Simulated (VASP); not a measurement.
# KBr (I4/mmm) in VASP: a series of runs

KBr is run at these levels: r2SCAN; tasks: single point.

All numbers are computed with VASP 6.6.1; they aren't measurements. Logs are shortened: lines on timing, memory, paths and dates and some standing lists are left out, and cuts for length are marked.

### Step 1. The cell of the first run

Symmetry: I4/mmm, No. 139, tetragonal system. The conventional cell has a = 4.284 Å, b = 4.284 Å, c = 6.585 Å, α = 90.00°, β = 90.00°, γ = 90.00°. K (site symmetry 4/mmm) has 6 Br at 3.03 to 3.29 Å within 4.0 Å. Br (site symmetry 4/mmm) has 6 K at 3.03 to 3.29 Å within 4.0 Å.

### Step 2. Single point, r2SCAN (strain -0.080 along x and y, +0.000 along z)

File POSCAR:

```
KBr
1.0
    0.0000000000      3.0291000000      3.2925000000
    3.0291000000      0.0000000000      3.2925000000
    3.0291000000      3.0291000000      0.0000000000
K Br
1 1
Direct
    0.0000000000      0.0000000000      0.0000000000
    0.5000000000      0.5000000000      0.5000000000
```

File INCAR.step1:

```
ALGO = Normal
EDIFF = 1E-4
ENCUT = 520
GGA = PE
ISMEAR = 0
LASPH = T
LCHARG = F
LREAL = F
LWAVE = T
NBANDS = 15
NELM = 100
PREC = Accurate
SIGMA = 0.05
```

File INCAR.step2:

```
ALGO = Normal
EDIFF = 1E-6
ENCUT = 520
ISIF = 2
ISMEAR = 0
ISTART = 1
LASPH = T
LCHARG = T
LELF = T
LMIXTAU = T
LREAL = F
LVHAR = T
LWAVE = F
METAGGA = R2SCAN
NBANDS = 15
NELM = 100
PREC = Accurate
SIGMA = 0.05
```

File KPOINTS:

```
k-points
0
Gamma
  6 6 6
```

Potentials or basis: VASP PAW PBE potentials, release 64 (K_sv, Br).

Command:

```sh
$ cat potpaw_PBE.64/K_sv/POTCAR potpaw_PBE.64/Br/POTCAR > POTCAR
$ cp INCAR.step1 INCAR
$ mpirun -np 1 vasp_std > vasp.out
$ cp INCAR.step2 INCAR
$ mpirun -np 1 vasp_std > vasp.out
```

OUTCAR:

```text
EDIFF = 1E-6
   ENCUT = 520
   ISIF = 2
   ISMEAR = 0
   ISTART = 1
   LASPH = T
   LREAL = F
   METAGGA = R2SCAN
   NELM = 100
   PREC = Accurate

 ion  position               nearest neighbor table
   1  0.000  0.000  0.000-   2 3.03   2 3.03   2 3.03   2 3.03   2 3.29   2 3.29
   2  0.500  0.500  0.500-   1 3.03   1 3.03   1 3.03   1 3.03   1 3.29   1 3.29

  LATTYP: Found a body centered tetragonal cell.
 ALAT       =     4.2837943018
 C/A-ratio  =     1.5371886548

  Lattice vectors:

 A1 = (  -3.0291000000,   0.0000000000,   3.2925000000)
 A2 = (   3.0291000000,   0.0000000000,   3.2925000000)
 A3 = (   0.0000000000,   3.0291000000,  -3.2925000000)

Analysis of symmetry for initial positions (statically):
=====================================================================
 Subroutine PRICEL returns:
 Original cell was already a primitive cell.

 Routine SETGRP: Setting up the symmetry group for a
 body centered tetragonal supercell.

 Subroutine GETGRP returns: Found 16 space group operations
 (whereof 16 operations were pure point group operations)
 out of a pool of 16 trial point group operations.

The static configuration has the point symmetry D_4h.

Analysis of symmetry for dynamics (positions and initial velocities):
=====================================================================
 Subroutine PRICEL returns:
 Original cell was already a primitive cell.

 Routine SETGRP: Setting up the symmetry group for a
 body centered tetragonal supercell.

 Subroutine GETGRP returns: Found 16 space group operations
 (whereof 16 operations were pure point group operations)
 out of a pool of 16 trial point group operations.

The dynamic configuration has the point symmetry D_4h.

 Subroutine INISYM returns: Found 16 space group operations
 (whereof 16 operations are pure point group operations),
 and found     1 'primitive' translations

----------------------------------------------------------------------------------------

                                     Primitive cell

  volume of cell :      60.4203

  direct lattice vectors                    reciprocal lattice vectors
     0.000000000  3.029100000  3.292500000    -0.165065531  0.165065531  0.151860289
     3.029100000  0.000000000  3.292500000     0.165065531 -0.165065531  0.151860289
     3.029100000  3.029100000  0.000000000     0.165065531  0.165065531 -0.151860289

  length of vectors
     4.473924794  4.473924794  4.283794302     0.278486636  0.278486636  0.278486636

  position of ions in fractional coordinates (direct lattice)
     0.000000000  0.000000000  0.000000000
     0.500000000  0.500000000  0.500000000

  ion indices of the primitive-cell ions
   primitive index   ion index
                 1           1
                 2           2

----------------------------------------------------------------------------------------

 KPOINTS: k-points

Automatic generation of k-mesh.
 Grid dimensions read from file:
 generate k-points for:    6    6    6

 Generating k-lattice:

  Cartesian coordinates                     Fractional coordinates (reciprocal lattice)
    -0.027510922  0.027510922  0.025310048     0.166666667  0.000000000  0.000000000
     0.027510922 -0.027510922  0.025310048     0.000000000  0.166666667  0.000000000
     0.027510922  0.027510922 -0.025310048     0.000000000  0.000000000  0.166666667

  Length of vectors
     0.046414439  0.046414439  0.046414439

  Shift w.r.t. Gamma in fractional coordinates (k-lattice)
     0.000000000  0.000000000  0.000000000

 Subroutine IBZKPT returns following result:
 ===========================================

 Found     30 irreducible k-points:

 Following reciprocal coordinates:
            Coordinates               Weight
  0.000000  0.000000  0.000000      1.000000
  0.166667 -0.000000  0.000000      8.000000
  0.333333 -0.000000  0.000000      8.000000
  0.500000  0.000000  0.000000      4.000000
  0.166667  0.166667  0.000000      2.000000
  0.333333  0.166667  0.000000      8.000000
[... 16 lines left out ...]
  0.333333  0.000000  0.333333      4.000000
  0.500000 -0.000000  0.333333     16.000000
 [... further k-points ...]
   k-points           NKPTS =     30   k-points in BZ     NKDIM =     30   number of bands    NBANDS=     15
   number of dos      NEDOS =    301   number of ions     NIONS =      2
   total plane-waves  NPLWV =  41472
   dimension x,y,z NGX =    36 NGY =   36 NGZ =   32
   dimension x,y,z NGXF=    72 NGYF=   72 NGZF=   64
   ions per type =               1   1
   NGX,Y,Z   is equivalent  to a cutoff of  13.38, 13.38, 12.42 a.u.
   NGXF,Y,Z  is equivalent  to a cutoff of  26.75, 26.75, 24.84 a.u.
 SYSTEM =  unknown system
   PREC   = accura    normal or accurate (medium, high low for compatibility)
   ISTART =      1    job   : 0-new  1-cont  2-samecut
   ICHARG =      0    charge: 1-file 2-atom 10-const
   ISPIN  =      1    spin polarized calculation?
   LNONCOLLINEAR =      F non collinear calculations
   LSORBIT =      F    spin-orbit coupling
   LASPH  =      T    aspherical Exc in radial PAW
   ENCUT  =  520.0 eV  38.22 Ry    6.18 a.u.   8.32  8.32  7.97*2*pi/ulx,y,z
   NELM   =    100;   NELMIN=  2; NELMDL=  0     # of ELM steps
   EDIFF  = 0.1E-05   stopping-criterion for ELM
   LREAL  =      F    real-space projection
   EDIFFG = 0.1E-04   stopping-criterion for IOM
   NSW    =      0    number of steps for IOM
   IBRION =     -1    ionic relax: 0-MD 1-quasi-New 2-CG
   NFREE  =      0    steps in history (QN), initial steepest desc. (CG)
   ISIF   =      2    stress and relaxation
   ISYM   =      2    0-nonsym 1-usesym 2-fastsym
   POTIM  = 0.5000    time-step for ionic-motion
   TEBEG  =    0.0;   TEEND  =   0.0 temperature during run
   PSTRESS=    0.0 pullay stress
   NELECT =      16.0000    total number of electrons
   NUPDOWN=      -1.0000    fix difference up-down
   EMIN   =  10.00;   EMAX   =-10.00  energy-range for DOS
   EFERMI =   0.00;   METHOD = LEGACY
   ISMEAR =     0;   SIGMA  =   0.05  broadening in eV -4-tet -1-fermi 0-gaus
   EFERMI_NEDOS =   21; number of points for ismear=-14 and -15
   IALGO  =     38    algorithm
   IMIX   =      4    mixing-type and parameters
     AMIX     =   0.40;   BMIX     =  1.00
     AMIX_MAG =   1.60;   BMIX_MAG =  1.00
  volume/ion in A,a.u.               =      30.21       203.87
  Fermi-wavevector in a.u.,A,eV,Ry     =   1.051285  1.986641 15.037163  1.105200
  Thomas-Fermi vector in A             =   2.186322
   LORBIT       =      0    0 simple, 1 ext, 2 COOP (PROOUT), +10 PAW based schemes
   METAGGA = R2SCAN    functional components
   LHFCALC =     F    Hartree Fock is set to
   AEXX    =    0.0000 exact exchange contribution
   IVDW    =     0    specifies the selected vdW correction
   LEPSILON=     F    determine dielectric tensor
   LRPA    =     F    only Hartree local field effects (RPA)
 non-spin polarized calculation
 Gauss-broadening in eV      SIGMA  =   0.05
  energy-cutoff  :      520.00
  volume of cell :       60.42
 maximum number of plane-waves:      1642
 NGX is ok and might be reduce to    36
   NGX = 17   NGY = 17   NGZ = 15

 number of electron      16.0000000 magnetization

 Free energy of the ion-electron system (eV)
  ---------------------------------------------------
  ext. energy  EPLUGINS =         0.00000000
  ---------------------------------------------------
  free energy    TOTEN  =       -23.04616768 eV

  energy without entropy =      -23.04616768  energy(sigma->0) =      -23.04616768

 E-fermi :  -1.0385     XC(G=0):  -8.5129

 val. band max:       -1.3090262104   @ k =   0.0000   0.0000   0.0000
 cond. band min:       4.2211072122   @ k =   0.0000   0.0000   0.0000
 fundamental gap:      5.5301334226
 Fermi energy:        -1.0385001662

 k-point     1 :       0.0000    0.0000    0.0000
  band No.  band energies     occupation
      1     -29.9088      2.00000
      2     -14.3541      2.00000
      3     -12.6428      2.00000
      4     -12.6428      2.00000
      5     -12.6267      2.00000
      6      -1.4378      2.00000
      7      -1.3091      2.00000
      8      -1.3090      2.00000
      9       4.2211      0.00000
     10       6.4563      0.00000
     11       7.0514      0.00000
     12       7.0514      0.00000
     13       7.8101      0.00000
     14       8.1452      0.00000
     15      11.1985      0.00000

 k-point     2 :       0.1667   -0.0000    0.0000
  band No.  band energies     occupation
      1     -29.9051      2.00000
      2     -14.4355      2.00000
      3     -12.6396      2.00000
      4     -12.6352      2.00000
      5     -12.5225      2.00000
      6      -1.8335      2.00000
      7      -1.5310      2.00000
      8      -1.4558      2.00000
      9       4.9568      0.00000
     10       6.6617      0.00000
     11       7.1407      0.00000
     12       7.4293      0.00000
     13       8.3069      0.00000
     14       8.6703      0.00000
     15      12.3507      0.00000

 k-point     3 :       0.3333   -0.0000    0.0000
  band No.  band energies     occupation
      1     -29.8978      2.00000
      2     -14.5753      2.00000
      3     -12.6477      2.00000
      4     -12.6329      2.00000
      5     -12.3056      2.00000
      6      -2.5979      2.00000
      7      -1.7823      2.00000
      8      -1.7265      2.00000
      9       5.8718      0.00000
     10       7.4059      0.00000
     11       8.1928      0.00000
     12       8.4662      0.00000
     13       9.5236      0.00000
     14       9.9755      0.00000
     15      11.6879      0.00000
[... 343 lines left out ...]
 k-point    23 :       0.3333    0.0000    0.3333
  band No.  band energies     occupation
      1     -29.8929      2.00000
      2     -14.3897      2.00000
      3     -12.7218      2.00000
      4     -12.6687      2.00000
      5     -12.5410      2.00000
      6      -2.4240      2.00000
      7      -1.7123      2.00000
      8      -1.6626      2.00000
      9       5.0923      0.00000
     10       6.4909      0.00000
     11       8.8437      0.00000
     12       9.7868      0.00000
     13      10.0205      0.00000
     14      10.1330      0.00000
     15      11.6361      0.00000

 k-point    24 :       0.5000   -0.0000    0.3333
  band No.  band energies     occupation
      1     -29.8895      2.00000
      2     -14.3269      2.00000
      3     -12.7607      2.00000
      4     -12.6883      2.00000
      5     -12.5972      2.00000
      6      -2.3361      2.00000
      7      -1.9245      2.00000
      8      -1.7858      2.00000
      9       5.2471      0.00000
     10       7.5096      0.00000
     11       8.9445      0.00000
     12       9.4838      0.00000
     13      10.0161      0.00000
     14      10.4041      0.00000
     15      11.3322      0.00000

 [... further k-points ...]
[... 5 lines left out ...]
  --------------------------------------------------------------------------------------
  -------------------------------------------------------------------------------------
  Total        2.6301134      2.6301134      0.3905413      0.0000000      0.0000000     -0.0000000
  in kB       69.7432295     69.7432295     10.3560602      0.0000000      0.0000000     -0.0000000
  external PRESSURE =      49.9475064 kB  Pullay stress =       0.0000000 kB

 VOLUME and BASIS-vectors are now :
 -----------------------------------------------------------------------------
  energy-cutoff  :      520.00
  volume of cell :       60.42
      direct lattice vectors                 reciprocal lattice vectors
     0.000000000  3.029100000  3.292500000    -0.165065531  0.165065531  0.151860289
     3.029100000  0.000000000  3.292500000     0.165065531 -0.165065531  0.151860289
     3.029100000  3.029100000  0.000000000     0.165065531  0.165065531 -0.151860289

 POSITION                                       TOTAL-FORCE (eV/Angst)
 -----------------------------------------------------------------------------------
      0.00000      0.00000      0.00000        -0.000000      0.000000     -0.000000
      3.02910      3.02910      3.29250         0.000000     -0.000000      0.000000
 -----------------------------------------------------------------------------------
    total drift:                                0.000000      0.000000      0.000000

  FREE ENERGIE OF THE ION-ELECTRON SYSTEM (eV)
  ---------------------------------------------------
  free  energy   TOTEN  =       -23.0461676754 eV

  energy  without entropy=      -23.0461676754  energy(sigma->0) =      -23.04616768
```

It took 44 s on 1 thread of Intel Xeon 6975P-C (Granite Rapids), shared host; peak memory 0.21 GiB.

Results:

```
Free energy            : -23.0462 eV
Pressure               : 5.0 GPa
Band gap on the k mesh : 5.53 eV, direct
```

Stress tensor (GPa, compression positive):
```
6.97 0.00 0.00
0.00 6.97 0.00
0.00 0.00 1.04
```

Caveat: the cell differs from its parent crystal (strain -0.080 along x and y, +0.000 along z); the PAW data sets were made with another functional, which shifts forces and pressure a little.

(Part 1 of 2 ends here.)
